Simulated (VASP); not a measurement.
Set up this calculation in VASP 6.6.1, as the native input.

```
Task                   : single point
Functional             : PBE
Potentials or basis    : VASP PAW PBE potentials, release 64 (Pb_d, O)
Cutoff                 : 520 eV
k mesh                 : 9 × 9 × 9
Occupations            : fermi-dirac, width 0.02 eV
Spin                   : no spin polarisation
Dipole correction      : no
Further INCAR settings : ALGO = Normal; EDIFF = 1e-06; NBANDS = 20
```

The structure of PbO2 lies in POSCAR:

```
PbO2
1.0
    0.0000000000      2.7048413965      2.7048413965
    2.7048413965      0.0000000000      2.7048413965
    2.7048413965      2.7048413965      0.0000000000
Pb O
1 2
Direct
    0.0000000000      0.0000000000      0.0000000000
    0.2500000000      0.2500000000      0.2500000000
    0.7500000000      0.7500000000      0.7500000000
```

The input as run:

INCAR

```
SYSTEM = PbO2
ALGO = Normal ; EDIFF = 1E-6
ENCUT = 520 ; GGA = PE
ISIF = 2 ; ISMEAR = -1
LASPH = .TRUE. ; LCHARG = .FALSE.
LREAL = .FALSE. ; LWAVE = .FALSE.
NBANDS = 20 ; NELM = 80
PREC = Accurate ; SIGMA = 0.02
```

KPOINTS

```
k-points
0
G
  9 9 9
  0 0 0
```

Potentials or basis: VASP PAW PBE potentials, release 64 (Pb_d, O).

Launch:

```console
$ cat potpaw_PBE.64/Pb_d/POTCAR potpaw_PBE.64/O/POTCAR > POTCAR
$ mpirun -np 1 vasp_std > vasp.out
```

Results of the run:

```json
{
  "Pressure": "0.2 GPa",
  "Band gap on the k mesh": "zero (bands 13 and 14 overlap by 1.14 eV)"
}
```

Caveat: spin-orbit coupling is left out, which moves the levels of the heavy elements.

Run time: 37 s on 1 thread of AMD EPYC 7R13 (shared host), peak memory 0.14 GiB.
